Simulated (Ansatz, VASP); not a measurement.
# Two plane-wave programs on AlN

```
Al N
1.0
     3.29307    0.00000    0.00000
    -1.64653    2.52902    0.00000
     0.00000    0.00000    4.97840
Al N
2 2
Direct
  0.33333 0.66667 0.00169
  0.66667 0.33333 0.50169
  0.33333 0.66667 0.38331
  0.66667 0.33333 0.88331
```

Change from the starting cell: strain +0.0600 x Voigt [1, -1, 0, 0, 0, 0], atoms carried along.

Alike in both runs: task single point; functional r2SCAN; k mesh 12 × 12 × 6; occupations gaussian, width 0.05 eV; no spin polarisation.

|  | VASP | Ansatz |
| --- | --- | --- |
| version | VASP 6.6.1 | Ansatz 0.2.0 |
| potentials or method | VASP PAW PBE potentials, release 64 (Al, N), cutoff 520 eV | scalar-relativistic, plane waves, PAW |
| valence electrons in the cell | 16 | 16 |

VASP gave:

```
gap on the k mesh at the Fermi level (eV)                     : 4.78
least direct gap on the mesh (eV)                             : 4.78
pressure (GPa)                                                : 2.3
traceless stress, the component that is largest in VASP (GPa) : 23.61
rms of the force components (eV/Å)                            : 0.881
```

Problem. Estimate Ansatz's values.

Solution. gap on the k mesh at the Fermi level (eV): 4.74; least direct gap on the mesh (eV): 4.74; pressure (GPa): 2.6; traceless stress, the component that is largest in VASP (GPa): 23.30; rms of the force components (eV/Å): 0.865.

VASP's potentials were made for PBE, not for r2SCAN. Atom by atom the forces differ by 0.016 eV/Å (rms over components). With one functional, cell and mesh, what is left measures potentials, basis and numerics.
